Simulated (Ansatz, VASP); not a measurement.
## Ir: VASP beside Ansatz

Contents of INCAR:

```
  PREC = Accurate
  ENCUT = 520
  EDIFF = 1E-6
  ISMEAR = -1
  SIGMA = 0.1
  LREAL = F
  LASPH = T
  NELM = 80
  ALGO = Normal
  ISIF = 2
  LWAVE = F
  LCHARG = T
  GGA = PE
  LELF = T
  LVHAR = T
  NBANDS = 10
```

KPOINTS

```
Automatic mesh
0
Gamma
  20 20 20
```

File POSCAR:

```
Ir
1.0
    0.0000000000      1.9360622002      1.9360622002
    1.9360622002      0.0000000000      1.9360622002
    1.9360622002      1.9360622002      0.0000000000
Ir
1
Direct
    0.0000000000      0.0000000000      0.0000000000
```

Input for Ansatz:

```yaml
crystal:
  lattice:
    - [0.0, 1.9360622002, 1.9360622002]
    - [1.9360622002, 0.0, 1.9360622002]
    - [1.9360622002, 1.9360622002, 0.0]
  atoms:
    - { symbol: Ir, position: [0.0, 0.0, 0.0] }
hamiltonian:
  xc: pbe
  pseudopotentials:
    kind: paw
    azcp:
      Ir: "pseudopotentials/Ir.paw.azcp"
basis:
  ecutwfc: 420
  fft_grid_basis: typed
kpoints:
  mp_grid: { grid: [20, 20, 20], shift: [0, 0, 0] }
magnetization:
  spin_polarized: false
scf:
  occupations: { method: fermi_dirac, width: 0.1 }
  lower_state_search: "off"
output:
  stress: true
```

Alike in both runs: task single point; functional PBE; k mesh 20 × 20 × 20; occupations fermi-dirac, width 0.1 eV; no spin polarisation.

|  | VASP | Ansatz |
| --- | --- | --- |
| version | VASP 6.6.1 | Ansatz 0.2.0 |
| potentials or method | VASP PAW PBE potentials, release 64 (Ir), cutoff 520 eV | plane waves (420 eV) with PAW, scalar-relativistic |
| valence electrons in the cell | 9 | 17 |

Ansatz gave:

| Property | Result |
| --- | --- |
| pressure (GPa) | -0.2 |

What did VASP give for the same quantities?

Pressure (GPa): 0.3.

VASP's potentials hold 9 valence electrons a cell and Ansatz's 17, so a difference there can come from the potentials and not from the codes.

Spin-orbit coupling is off throughout.
